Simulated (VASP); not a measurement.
# YB6 (Pm-3m) in VASP: single point with LDA

Aim: the single point of YB6 with LDA.

Everything below comes from runs of VASP 6.6.1. Logs are shortened: lines on timing, memory, paths and dates and some standing lists are left out, and cuts for length are marked.

## Step 1: The cell of the first run

It takes space group Pm-3m (No. 221, cubic). Conventional cell: a = 4.041 Å, b = 4.041 Å, c = 4.041 Å, α = 90.00°, β = 90.00°, γ = 90.00°. Y (site symmetry m-3m) has 24 B at 2.97 Å and 6 Y at 4.04 Å within 4.1 Å. B (site symmetry 4mm) has 5 B at 1.61 to 1.72 Å within 2.1 Å.

## Step 2: Single point, LDA

INCAR

```
PREC = Accurate
ENCUT = 500
EDIFF = 1E-6
ISMEAR = 0
SIGMA = 0.1
LREAL = F
LASPH = T
NELM = 120
ALGO = Normal
ISIF = 2
LWAVE = F
LCHARG = F
NBANDS = 24
GGA_COMPAT = F
```

KPOINTS

```
regular mesh
0
Gamma
  6 6 6
```

POSCAR

```
YB6
1.0
    4.0411362576      0.0000000000      0.0000000000
    0.0000000000      4.0411362576      0.0000000000
    0.0000000000      0.0000000000      4.0411362576
Y B
1 6
Direct
    0.0000000000      0.0000000000      0.0000000000
    0.1991212590      0.5000000000      0.5000000000
    0.5000000000      0.1991212590      0.5000000000
    0.8008787410      0.5000000000      0.5000000000
    0.5000000000      0.8008787410      0.5000000000
    0.5000000000      0.5000000000      0.1991212590
    0.5000000000      0.5000000000      0.8008787410
```

Potentials or basis: VASP PAW LDA potentials, release 64 (Y_sv, B).

The run is started by

```sh
cat potpaw_LDA.64/Y_sv/POTCAR potpaw_LDA.64/B/POTCAR > POTCAR
mpirun -np 1 vasp_std > vasp.out
```

OUTCAR:

```text
PREC = Accurate
   ENCUT = 500
   EDIFF = 1E-6
   ISMEAR = 0
   LREAL = F
   LASPH = T
   NELM = 120
   ISIF = 2

 ion  position               nearest neighbor table
   1  0.000  0.000  0.000-   2 2.97   3 2.97   4 2.97   5 2.97   6 2.97   7 2.97   2 2.97   3 2.97
                             4 2.97   5 2.97   2 2.97   4 2.97   6 2.97   7 2.97   2 2.97   4 2.97
   2  0.199  0.500  0.500-   4 1.61   3 1.72   5 1.72   6 1.72   7 1.72   1 2.97   1 2.97   1 2.97
                             1 2.97
   3  0.500  0.199  0.500-   5 1.61   4 1.72   2 1.72   6 1.72   7 1.72   1 2.97   1 2.97   1 2.97
                             1 2.97
   4  0.801  0.500  0.500-   2 1.61   3 1.72   5 1.72   6 1.72   7 1.72   1 2.97   1 2.97   1 2.97
                             1 2.97
   5  0.500  0.801  0.500-   3 1.61   2 1.72   4 1.72   6 1.72   7 1.72   1 2.97   1 2.97   1 2.97
                             1 2.97
   6  0.500  0.500  0.199-   7 1.61   3 1.72   4 1.72   5 1.72   2 1.72   1 2.97   1 2.97   1 2.97
                             1 2.97
   7  0.500  0.500  0.801-   6 1.61   3 1.72   4 1.72   5 1.72   2 1.72   1 2.97   1 2.97   1 2.97
                             1 2.97

  LATTYP: Found a simple cubic cell.
 ALAT       =     4.0411362576

  Lattice vectors:

 A1 = (   4.0411362576,   0.0000000000,   0.0000000000)
 A2 = (   0.0000000000,   4.0411362576,   0.0000000000)
 A3 = (   0.0000000000,   0.0000000000,   4.0411362576)

Analysis of symmetry for initial positions (statically):
=====================================================================
 Subroutine PRICEL returns:
 Original cell was already a primitive cell.

 Routine SETGRP: Setting up the symmetry group for a
 simple cubic supercell.

 Subroutine GETGRP returns: Found 48 space group operations
 (whereof 48 operations were pure point group operations)
 out of a pool of 48 trial point group operations.

The static configuration has the point symmetry O_h .

Analysis of symmetry for dynamics (positions and initial velocities):
=====================================================================
 Subroutine PRICEL returns:
 Original cell was already a primitive cell.

 Routine SETGRP: Setting up the symmetry group for a
 simple cubic supercell.

 Subroutine GETGRP returns: Found 48 space group operations
 (whereof 48 operations were pure point group operations)
 out of a pool of 48 trial point group operations.

The dynamic configuration has the point symmetry O_h .

 Subroutine INISYM returns: Found 48 space group operations
 (whereof 48 operations are pure point group operations),
 and found     1 'primitive' translations

----------------------------------------------------------------------------------------

                                     Primitive cell

  volume of cell :      65.9949

  direct lattice vectors                    reciprocal lattice vectors
     4.041136258  0.000000000  0.000000000     0.247455155  0.000000000  0.000000000
     0.000000000  4.041136258  0.000000000     0.000000000  0.247455155  0.000000000
     0.000000000  0.000000000  4.041136258     0.000000000  0.000000000  0.247455155

  length of vectors
     4.041136258  4.041136258  4.041136258     0.247455155  0.247455155  0.247455155

  position of ions in fractional coordinates (direct lattice)
     0.000000000  0.000000000  0.000000000
     0.199121259  0.500000000  0.500000000
     0.500000000  0.199121259  0.500000000
     0.800878741  0.500000000  0.500000000
     0.500000000  0.800878741  0.500000000
     0.500000000  0.500000000  0.199121259
     0.500000000  0.500000000  0.800878741

  ion indices of the primitive-cell ions
   primitive index   ion index
                 1           1
                 2           2
                 3           3
                 4           4
                 5           5
                 6           6
                 7           7

----------------------------------------------------------------------------------------

 KPOINTS: regular mesh

Automatic generation of k-mesh.
 Grid dimensions read from file:
 generate k-points for:    6    6    6

 Generating k-lattice:

  Cartesian coordinates                     Fractional coordinates (reciprocal lattice)
     0.041242526  0.000000000  0.000000000     0.166666667  0.000000000  0.000000000
     0.000000000  0.041242526  0.000000000     0.000000000  0.166666667  0.000000000
     0.000000000  0.000000000  0.041242526     0.000000000  0.000000000  0.166666667

  Length of vectors
     0.041242526  0.041242526  0.041242526

  Shift w.r.t. Gamma in fractional coordinates (k-lattice)
     0.000000000  0.000000000  0.000000000

 Subroutine IBZKPT returns following result:
 ===========================================

 Found     20 irreducible k-points:

 Following reciprocal coordinates:
            Coordinates               Weight
  0.000000  0.000000  0.000000      1.000000
  0.166667  0.000000  0.000000      6.000000
  0.333333  0.000000  0.000000      6.000000
  0.500000  0.000000  0.000000      3.000000
  0.166667  0.166667  0.000000     12.000000
  0.333333  0.166667  0.000000     24.000000
[... 12 lines left out ...]
  0.500000  0.500000  0.333333      6.000000
  0.500000  0.500000  0.500000      1.000000
   k-points           NKPTS =     20   k-points in BZ     NKDIM =     20   number of bands    NBANDS=     24
   number of dos      NEDOS =    301   number of ions     NIONS =      7
   total plane-waves  NPLWV =  27000
   dimension x,y,z NGX =    30 NGY =   30 NGZ =   30
   dimension x,y,z NGXF=    60 NGYF=   60 NGZF=   60
   ions per type =               1   6
   NGX,Y,Z   is equivalent  to a cutoff of  12.34, 12.34, 12.34 a.u.
   NGXF,Y,Z  is equivalent  to a cutoff of  24.68, 24.68, 24.68 a.u.
 SYSTEM =  unknown system
   PREC   = accura    normal or accurate (medium, high low for compatibility)
   ISTART =      0    job   : 0-new  1-cont  2-samecut
   ICHARG =      2    charge: 1-file 2-atom 10-const
   ISPIN  =      1    spin polarized calculation?
   LNONCOLLINEAR =      F non collinear calculations
   LSORBIT =      F    spin-orbit coupling
   LASPH  =      T    aspherical Exc in radial PAW
   ENCUT  =  500.0 eV  36.75 Ry    6.06 a.u.   7.37  7.37  7.37*2*pi/ulx,y,z
   NELM   =    120;   NELMIN=  2; NELMDL= -5     # of ELM steps
   EDIFF  = 0.1E-05   stopping-criterion for ELM
   LREAL  =      F    real-space projection
   EDIFFG = 0.1E-04   stopping-criterion for IOM
   NSW    =      0    number of steps for IOM
   IBRION =     -1    ionic relax: 0-MD 1-quasi-New 2-CG
   NFREE  =      0    steps in history (QN), initial steepest desc. (CG)
   ISIF   =      2    stress and relaxation
   ISYM   =      2    0-nonsym 1-usesym 2-fastsym
   POTIM  = 0.5000    time-step for ionic-motion
   TEBEG  =    0.0;   TEEND  =   0.0 temperature during run
   PSTRESS=    0.0 pullay stress
   NELECT =      29.0000    total number of electrons
   NUPDOWN=      -1.0000    fix difference up-down
   EMIN   =  10.00;   EMAX   =-10.00  energy-range for DOS
   EFERMI =   0.00;   METHOD = LEGACY
   ISMEAR =     0;   SIGMA  =   0.10  broadening in eV -4-tet -1-fermi 0-gaus
   EFERMI_NEDOS =   21; number of points for ismear=-14 and -15
   IALGO  =     38    algorithm
   IMIX   =      4    mixing-type and parameters
     AMIX     =   0.40;   BMIX     =  1.00
     AMIX_MAG =   1.60;   BMIX_MAG =  1.00
  volume/ion in A,a.u.               =       9.43        63.62
  Fermi-wavevector in a.u.,A,eV,Ry     =   1.244622  2.351994 21.076553  1.549083
  Thomas-Fermi vector in A             =   2.378880
   LORBIT       =      0    0 simple, 1 ext, 2 COOP (PROOUT), +10 PAW based schemes
   GGA     = CA    functional components
   LHFCALC =     F    Hartree Fock is set to
   AEXX    =    0.0000 exact exchange contribution
   IVDW    =     0    specifies the selected vdW correction
   LEPSILON=     F    determine dielectric tensor
   LRPA    =     F    only Hartree local field effects (RPA)
 non-spin polarized calculation
 Gauss-broadening in eV      SIGMA  =   0.10
  energy-cutoff  :      500.00
  volume of cell :       65.99
 maximum number of plane-waves:      1743
 NGX is ok and might be reduce to    30
   NGX = 15   NGY = 15   NGZ = 15

 number of electron      28.9999999 magnetization

 Free energy of the ion-electron system (eV)
  ---------------------------------------------------
  ext. energy  EPLUGINS =         0.00000000
  ---------------------------------------------------
  free energy    TOTEN  =       -54.61602794 eV

  energy without entropy =      -54.61121328  energy(sigma->0) =      -54.61362061

 E-fermi :   6.8572     XC(G=0): -11.5131

 val. band max:        6.8217632976   @ k =   0.1667   0.1667   0.0000
 cond. band min:       6.9685249338   @ k =   0.1667   0.1667   0.0000
 fundamental gap:      0.1467616362
 Fermi energy:         6.8572258884

 k-point     1 :       0.0000    0.0000    0.0000
  band No.  band energies     occupation
      1     -36.9893      2.00000
      2     -17.0579      2.00000
      3     -17.0579      2.00000
      4     -17.0579      2.00000
      5      -9.3713      2.00000
      6      -1.9517      2.00000
[... 16 lines left out ...]
     23      11.4500      0.00000
     24      13.1784      0.00000

 k-point     2 :       0.1667    0.0000    0.0000
  band No.  band energies     occupation
      1     -36.9880      2.00000
      2     -17.0923      2.00000
      3     -17.0540      2.00000
      4     -17.0540      2.00000
      5      -9.2595      2.00000
      6      -2.9211      2.00000
[... 16 lines left out ...]
     23      10.7306      0.00000
     24      13.9601      0.00000
[... 457 lines left out ...]
     23      12.4448      0.00000
     24      13.6057      0.00000

 k-point    20 :       0.5000    0.5000    0.5000
  band No.  band energies     occupation
      1     -36.9739      2.00000
      2     -17.1424      2.00000
      3     -17.1424      2.00000
      4     -17.1424      2.00000
      5      -8.4115      2.00000
      6      -3.4138      2.00000
[... 16 lines left out ...]
     23      13.2505      0.00000
     24      13.2505      0.00000

------------------------ aborting loop because EDIFF is reached ----------------------------------------

  FORCE on cell =-STRESS in cart. coord.  units (eV):
  Direction    XX          YY          ZZ          XY          YZ          ZX
  --------------------------------------------------------------------------------------
  -------------------------------------------------------------------------------------
  Total        0.0958335      0.0958335      0.0958335     -0.0000000     -0.0000000      0.0000000
  in kB        2.3265766      2.3265766      2.3265766     -0.0000000     -0.0000000      0.0000000
  external PRESSURE =       2.3265766 kB  Pullay stress =       0.0000000 kB

 VOLUME and BASIS-vectors are now :
 -----------------------------------------------------------------------------
  energy-cutoff  :      500.00
  volume of cell :       65.99
      direct lattice vectors                 reciprocal lattice vectors
     4.041136258  0.000000000  0.000000000     0.247455155  0.000000000  0.000000000
     0.000000000  4.041136258  0.000000000     0.000000000  0.247455155  0.000000000
     0.000000000  0.000000000  4.041136258     0.000000000  0.000000000  0.247455155

 POSITION                                       TOTAL-FORCE (eV/Angst)
 -----------------------------------------------------------------------------------
      0.00000      0.00000      0.00000         0.000000      0.000000      0.000000
      0.80468      2.02057      2.02057        -0.039020      0.000000      0.000000
      2.02057      0.80468      2.02057         0.000000     -0.039020      0.000000
      3.23646      2.02057      2.02057         0.039020      0.000000      0.000000
      2.02057      3.23646      2.02057         0.000000      0.039020      0.000000
      2.02057      2.02057      0.80468         0.000000      0.000000     -0.039020
      2.02057      2.02057      3.23646        -0.000000      0.000000      0.039020
 -----------------------------------------------------------------------------------
    total drift:                                0.000000      0.000000     -0.000000

  FREE ENERGIE OF THE ION-ELECTRON SYSTEM (eV)
  ---------------------------------------------------
  free  energy   TOTEN  =       -54.6160279431 eV

  energy  without entropy=      -54.6112132844  energy(sigma->0) =      -54.61362061
```

Wall time 42 s (1 thread of Intel Xeon 8259CL, shared host); peak memory 0.17 GiB.

Results:

| Quantity | Value |
| --- | --- |
| Free energy | -54.6160 eV |
| Pressure | 0.2 GPa |
| Largest force | 0.039 eV/Å |
| Band gap on the k mesh | zero (an odd number of electrons rules out a gap without spin polarisation) |

Forces on the atoms (eV/Å):
```
Y    0.000  0.000  0.000
B   -0.039  0.000  0.000
B    0.000 -0.039  0.000
B    0.039  0.000  0.000
B    0.000  0.039  0.000
B    0.000  0.000 -0.039
B    0.000  0.000  0.039
```

Levels at points of the mesh, in eV from the Fermi level:
| k point | band 12 | band 13 | band 14 | band 15 | band 16 | band 17 |
| --- | --- | --- | --- | --- | --- | --- |
| (0.00, 0.00, 0.00) | -2.09 | -2.09 | -2.09 | 1.01 | 1.01 | 1.08 |
| (0.50, 0.00, 0.00) | -4.02 | -3.46 | -2.76 | -1.41 | 1.21 | 1.21 |
| (0.50, 0.50, 0.00) | -4.77 | -3.09 | -3.09 | 1.58 | 1.58 | 1.87 |
| (0.50, 0.50, 0.50) | -2.64 | -2.64 | -2.64 | 2.69 | 2.88 | 2.88 |
